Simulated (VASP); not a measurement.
Here is a VASP 6.6.1 calculation.

File INCAR:

```
ALGO = Normal
EDIFF = 1E-7
ENCUT = 520
ISIF = 2
ISMEAR = -1
LASPH = True
LCHARG = True
LELF = True
LREAL = False
LVHAR = True
LWAVE = False
NBANDS = 15
NELM = 60
PREC = Accurate
SIGMA = 0.05
```

File KPOINTS:

```
k-points
0
Gamma
  8 8 4
```

The input POSCAR:

```
MgI2
1.0
    4.2211970848      0.0000000000      0.0000000000
   -2.1105985424      3.6556639099      0.0000000000
    0.0000000000      0.0000000000      7.0149362183
I Mg
2 1
Direct
    0.6666666667      0.3333333333      0.7500000000
    0.3333333333      0.6666666667      0.2500000000
    0.0000000000      0.0000000000      0.0000000000
```

Potentials or basis: VASP PAW LDA potentials, release 64 (I, Mg).

Launch:

```sh
$ cat potpaw_LDA.64/I/POTCAR potpaw_LDA.64/Mg/POTCAR > POTCAR
$ mpirun -np 1 vasp_std > vasp.out
```

Q: Predict the pressure.

A: -3.4 GPa.

Q: Estimate the largest force.

A: 0.602 eV/Å.

Stress tensor (GPa, compression positive):
```
-3.27  0.00  0.00
 0.00 -3.27  0.00
 0.00  0.00 -3.74
```
